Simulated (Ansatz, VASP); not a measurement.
SnGeTe2 in VASP and in Ansatz

File INCAR:

```
SYSTEM = SnGeTe2
  PREC = Accurate
  ENCUT = 520
  EDIFF = 1E-7
  ISMEAR = 0
  SIGMA = 0.1
  LREAL = .False.
  LASPH = .True.
  NELM = 100
  ALGO = Normal
  ISIF = 2
  LWAVE = .False.
  LCHARG = .False.
  GGA = PE
  NBANDS = 28
```

The input KPOINTS:

```
regular mesh
0
Gamma
  4 4 4
  0 0 0
```

Contents of POSCAR:

```
SnGeTe2
1.0
    4.4029257000      0.0000000000      0.0000000000
    0.0000000000      4.4029257000      0.0000000000
    0.0000000000      0.0000000000      6.2241836000
Sn Ge Te
1 1 2
Direct
    0.5000000000      0.5000000000      0.5000000000
    0.0000000000      0.0000000000      0.0000000000
    0.0000000000      0.0000000000      0.5000000000
    0.5000000000      0.5000000000      0.0000000000
```

Input for Ansatz:

```yaml
crystal:
  lattice:
    - [4.4029257, 0.0, 0.0]
    - [0.0, 4.4029257, 0.0]
    - [0.0, 0.0, 6.2241836]
  atoms:
    - { symbol: Sn, position: [0.5, 0.5, 0.5] }
    - { symbol: Ge, position: [0.0, 0.0, 0.0] }
    - { symbol: Te, position: [0.0, 0.0, 0.5] }
    - { symbol: Te, position: [0.5, 0.5, 0.0] }
basis:
  ecutwfc: 420
kpoints:
  mp_grid: { grid: [4, 4, 4] }
hamiltonian:
  xc: pbe
scf:
  occupations: { method: gaussian, width: 0.1 }
  lower_state_search: "off"
output:
  forces: true
  stress: true
  eigenvalues: true
```

Alike in both runs: task single point; functional PBE; k mesh 4 × 4 × 4; occupations gaussian, width 0.1 eV; no spin polarisation.

|  | VASP | Ansatz |
| --- | --- | --- |
| version | VASP 6.6.1 | Ansatz 0.2.0 |
| potentials or method | VASP PAW PBE potentials, release 64 (Sn_d, Ge_d, Te), cutoff 520 eV | scalar-relativistic, plane waves, PAW |
| valence electrons in the cell | 40 | 60 |

Ansatz gave:

```
pressure (GPa) : -0.2
```

Which values does VASP return?

Pressure (GPa): -0.3.

With one functional, cell and mesh, what is left measures potentials, basis and numerics. VASP's potentials hold 40 valence electrons a cell and Ansatz's 60, so a difference there can come from the potentials and not from the codes.

Spin-orbit coupling is off throughout.
